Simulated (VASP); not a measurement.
# Hf2S in VASP: further runs, part 2 of 2

VASP 6.6.1. The steps go on from the part before.

## (4) Single point, PBEsol

This run uses another cell than the first one, of 19.26 Å³/atom.

INCAR

```
ALGO = Normal ; EDIFF = 1E-6
ENCUT = 520 ; GGA = PS
ISIF = 2 ; ISMEAR = -1
LASPH = True ; LCHARG = False
LREAL = False ; LWAVE = False
NBANDS = 35 ; NELM = 80
PREC = Accurate ; SIGMA = 0.2
```

KPOINTS

```
k-points
0
Gamma
  12 12 4
```

POSCAR

```
Hf2S
1.0
    3.3742737662      0.0000000000      0.0000000000
   -1.6871368831      2.9222068008      0.0000000000
    0.0000000000      0.0000000000     11.7174070300
Hf S
4 2
Direct
    0.6666666667      0.3333333333      0.8998116400
    0.3333333333      0.6666666667      0.3998116400
    0.6666666667      0.3333333333      0.6001883600
    0.3333333333      0.6666666667      0.1001883600
    0.0000000000      0.0000000000      0.7500000000
    0.0000000000      0.0000000000      0.2500000000
```

Potentials or basis: VASP PAW PBE potentials, release 64 (Hf_pv, S).

On the command line:

```sh
$ cat potpaw_PBE.64/Hf_pv/POTCAR potpaw_PBE.64/S/POTCAR > POTCAR
$ mpirun -np 1 vasp_std > vasp.out
```

OUTCAR:

```text
EDIFF = 1E-6
   ENCUT = 520
   GGA = PS
   ISIF = 2
   ISMEAR = -1
   LASPH = True
   LREAL = False
   NELM = 80
   PREC = Accurate

 ion  position               nearest neighbor table
   1  0.667  0.333  0.900-   5 2.62   5 2.62   5 2.62   4 3.05   4 3.05   4 3.05   3 3.51
   2  0.333  0.667  0.400-   6 2.62   6 2.62   6 2.62   3 3.05   3 3.05   3 3.05   4 3.51
   3  0.667  0.333  0.600-   5 2.62   5 2.62   5 2.62   2 3.05   2 3.05   2 3.05   1 3.51
   4  0.333  0.667  0.100-   6 2.62   6 2.62   6 2.62   1 3.05   1 3.05   1 3.05   2 3.51
   5  0.000  0.000  0.750-   1 2.62   3 2.62   1 2.62   3 2.62   1 2.62   3 2.62
   6  0.000  0.000  0.250-   2 2.62   4 2.62   2 2.62   4 2.62   2 2.62   4 2.62

  LATTYP: Found a hexagonal cell.
 ALAT       =     3.3742737662
 C/A-ratio  =     3.4725715345

  Lattice vectors:

 A1 = (   3.3742737662,   0.0000000000,   0.0000000000)
 A2 = (  -1.6871368831,   2.9222068008,   0.0000000000)
 A3 = (   0.0000000000,   0.0000000000,  11.7174070300)

Analysis of symmetry for initial positions (statically):
=====================================================================
 Subroutine PRICEL returns:
 Original cell was already a primitive cell.

 Routine SETGRP: Setting up the symmetry group for a
 hexagonal supercell.

 Subroutine GETGRP returns: Found 24 space group operations
 (whereof 12 operations were pure point group operations)
 out of a pool of 24 trial point group operations.

The static configuration has the point symmetry D_3d.
 The point group associated with its full space group is D_6h.

Analysis of symmetry for dynamics (positions and initial velocities):
=====================================================================
 Subroutine PRICEL returns:
 Original cell was already a primitive cell.

 Routine SETGRP: Setting up the symmetry group for a
 hexagonal supercell.

 Subroutine GETGRP returns: Found 24 space group operations
 (whereof 12 operations were pure point group operations)
 out of a pool of 24 trial point group operations.

The dynamic configuration has the point symmetry D_3d.
[... 127 lines left out ...]
     AMIX     =   0.40;   BMIX     =  1.00
     AMIX_MAG =   1.60;   BMIX_MAG =  1.00
  volume/ion in A,a.u.               =      19.26       129.95
  Fermi-wavevector in a.u.,A,eV,Ry     =   1.254590  2.370831 21.415503  1.573995
  Thomas-Fermi vector in A             =   2.388387
   LORBIT       =      0    0 simple, 1 ext, 2 COOP (PROOUT), +10 PAW based schemes
   GGA     = PS    functional components
   LHFCALC =     F    Hartree Fock is set to
   AEXX    =    0.0000 exact exchange contribution
   IVDW    =     0    specifies the selected vdW correction
   LEPSILON=     F    determine dielectric tensor
   LRPA    =     F    only Hartree local field effects (RPA)
 non-spin polarized calculation
  energy-cutoff  :      520.00
  volume of cell :      115.54
 maximum number of plane-waves:      3142
 NGX is ok and might be reduce to    28
   NGX = 13   NGY = 13   NGZ = 43

 number of electron      52.0000002 magnetization

 Free energy of the ion-electron system (eV)
  ---------------------------------------------------
  ext. energy  EPLUGINS =         0.00000000
  ---------------------------------------------------
  free energy    TOTEN  =       -57.59643220 eV

  energy without entropy =      -57.21458555  energy(sigma->0) =      -57.40550887

 E-fermi :   6.2175     XC(G=0): -11.5084

 val. band max:        6.2173844494   @ k =   0.4167   0.0833   0.0000
 cond. band min:       6.2297456410   @ k =   0.2500  -0.0000   0.0000
 fundamental gap:      0.0123611917
 Fermi energy:         6.2174699555

 k-point     1 :       0.0000    0.0000    0.0000
  band No.  band energies     occupation
      1     -24.9504      2.00000
      2     -24.8335      2.00000
      3     -24.4923      2.00000
      4     -24.4261      2.00000
      5     -24.4261      2.00000
      6     -24.4169      2.00000
[... 901 lines left out ...]
     34       9.3310      0.00000
     35       9.7657      0.00000

 [... further k-points ...]
[... 5 lines left out ...]
  --------------------------------------------------------------------------------------
  -------------------------------------------------------------------------------------
  Total       -2.5989321     -2.5989321     -1.4645362      0.0000000     -0.0000000      0.0000000
  in kB      -36.0398305    -36.0398305    -20.3089702      0.0000000     -0.0000000      0.0000000
  external PRESSURE =     -30.7962104 kB  Pullay stress =       0.0000000 kB

 VOLUME and BASIS-vectors are now :
 -----------------------------------------------------------------------------
  energy-cutoff  :      520.00
  volume of cell :      115.54
      direct lattice vectors                 reciprocal lattice vectors
     3.374273766  0.000000000  0.000000000     0.296360067  0.171103565  0.000000000
    -1.687136883  2.922206801  0.000000000     0.000000000  0.342207129  0.000000000
     0.000000000  0.000000000 11.717407030     0.000000000  0.000000000  0.085343114

 POSITION                                       TOTAL-FORCE (eV/Angst)
 -----------------------------------------------------------------------------------
      1.68714      0.97407     10.54346         0.000000     -0.000000     -0.257707
     -0.00000      1.94814      4.68476         0.000000      0.000000     -0.257707
      1.68714      0.97407      7.03265        -0.000000     -0.000000      0.257707
     -0.00000      1.94814      1.17395        -0.000000      0.000000      0.257707
      0.00000      0.00000      8.78806        -0.000000      0.000000     -0.000000
      0.00000      0.00000      2.92935         0.000000      0.000000     -0.000000
 -----------------------------------------------------------------------------------
    total drift:                                0.000000      0.000000     -0.000000

  FREE ENERGIE OF THE ION-ELECTRON SYSTEM (eV)
  ---------------------------------------------------
  free  energy   TOTEN  =       -57.5964321976 eV

  energy  without entropy=      -57.2145855471  energy(sigma->0) =      -57.40550887
```

stdout:

```text
POSCAR found type information on POSCAR HfS
 POSCAR found :  2 types and       6 ions
 scaLAPACK will be used
 -----------------------------------------------------------------------------
|                                                                             |
|                                                                             |
|     You enforced a specific xc type in the INCAR file but a different       |
|     I HOPE YOU KNOW WHAT YOU ARE DOING!                                     |
|                                                                             |
 -----------------------------------------------------------------------------

 LDA part: xc-table for (Slater+PW92), standard interpolation
 POSCAR, INCAR and KPOINTS ok, starting setup
 FFT: planning ... GRIDC
 FFT: planning ... GRID_SOFT
 FFT: planning ... GRID
 WAVECAR not read
 entering main loop
```

It took 6.2 min on 1 thread of Intel Xeon 8259CL, shared host; peak memory 0.36 GiB.

Results:

| Quantity | Value |
| --- | --- |
| Free energy | -57.5964 eV |
| Pressure | -3.1 GPa |
| Largest force | 0.258 eV/Å |
| Band gap on the k mesh | zero (bands 26 and 27 overlap by 0.92 eV) |

Forces in eV/Å, atoms in the order of the input:
```
Hf   0.000  0.000 -0.258
Hf   0.000  0.000 -0.258
Hf   0.000  0.000  0.258
Hf   0.000  0.000  0.258
S    0.000  0.000  0.000
S    0.000  0.000  0.000
```

Stress tensor (GPa, compression positive):
```
-3.60  0.00  0.00
 0.00 -3.60  0.00
 0.00  0.00 -2.03
```

Caveat: the cell stands under tension; the PAW data sets were made with another functional, which shifts forces and pressure a little; spin-orbit coupling is left out, which moves the levels of the heavy elements.

## (5) Single point, PBEsol

This run uses another cell than the first one, of 19.26 Å³/atom.

INCAR

```
SYSTEM = Hf2S
ALGO = Normal
EDIFF = 1E-6
ENCUT = 520
GGA = PS
ISIF = 2
ISMEAR = -1
LASPH = .TRUE.
LCHARG = .TRUE.
LELF = .TRUE.
LREAL = .FALSE.
LVHAR = .TRUE.
LWAVE = .FALSE.
NBANDS = 35
NELM = 80
PREC = Accurate
SIGMA = 0.5
```

KPOINTS

```
k-points
0
G
  12 12 4
  0 0 0
```

POSCAR is that of step 4.

On the command line:

```sh
$ cat potpaw_PBE.64/Hf_pv/POTCAR potpaw_PBE.64/S/POTCAR > POTCAR
$ mpirun -np 1 vasp_std > vasp.out
```

Wall time 7.6 min (1 thread of Intel Xeon 8259CL, shared host); peak memory 0.36 GiB.

The run converged. Its results:

| Item | Value |
| --- | --- |
| Free energy | -58.8377 eV |
| Pressure | -1.9 GPa |
| Largest force | 0.602 eV/Å |
| Band gap on the k mesh | zero (bands 26 and 27 overlap by 0.90 eV) |

Forces on the atoms (eV/Å):
```
Hf   0.000  0.000 -0.602
Hf   0.000  0.000 -0.602
Hf   0.000  0.000  0.602
Hf   0.000  0.000  0.602
S    0.000  0.000  0.000
S    0.000  0.000  0.000
```

Stress tensor (GPa, compression positive):
```
-2.81  0.00  0.00
 0.00 -2.81  0.00
 0.00  0.00 -0.02
```

Levels at points of the mesh, in eV from the Fermi level:
```
           k point  band 24  band 25  band 26  band 27  band 28  band 29
(0.00, 0.00, 0.00)    -0.03     0.12     0.56     0.56     0.64     0.64
(0.50, 0.00, 0.00)    -1.24    -1.16    -0.69    -0.34     0.95     1.16
(0.00, 0.00, 0.50)    -1.04     0.49     0.49     0.49     0.49     1.55
(0.50, 0.00, 0.50)    -1.67    -0.95    -0.95     0.47     0.47     1.51
```

Caveat: so wide a smearing shifts energies and pressures; the PAW data sets were made with another functional, which shifts forces and pressure a little; spin-orbit coupling is left out, which moves the levels of the heavy elements.

## (6) Summary

```csv
cell,k mesh,smearing,gap on the mesh (eV),pressure (GPa),largest force (eV/Å)
"a = 3.351, b = 3.352, c = 11.629 Å, angles 90.0, 90.0, 120.0°, 6 atoms, atomic positions A",6 × 6 × 2,gaussian 0.1 eV,none,-0.4,-
"a = 3.374, b = 3.374, c = 11.717 Å, angles 90.0, 90.0, 120.0°, 6 atoms, atomic positions B",12 × 12 × 4,gaussian 0.1 eV,none,-3.3,0.20
"a = 3.374, b = 3.374, c = 11.717 Å, angles 90.0, 90.0, 120.0°, 6 atoms, atomic positions B",12 × 12 × 4,fermi-dirac 0.2 eV,none,-3.1,0.26
"a = 3.374, b = 3.374, c = 11.717 Å, angles 90.0, 90.0, 120.0°, 6 atoms, atomic positions B",12 × 12 × 4,fermi-dirac 0.5 eV,none,-1.9,0.60
```

Alike in all rows: task single point; level PBEsol; potentials or basis VASP PAW PBE potentials, release 64 (Hf_pv, S); no spin polarisation; cutoff (eV) 520.

Caveats: some runs use coarse meshes; the PAW data sets were made with another functional, which shifts forces and pressure a little; spin-orbit coupling is left out, which moves the levels of the heavy elements; the cell stands under tension (at least some runs); so wide a smearing shifts energies and pressures (at least some runs).

Absolute energies hang on the potentials; compare differences alone.
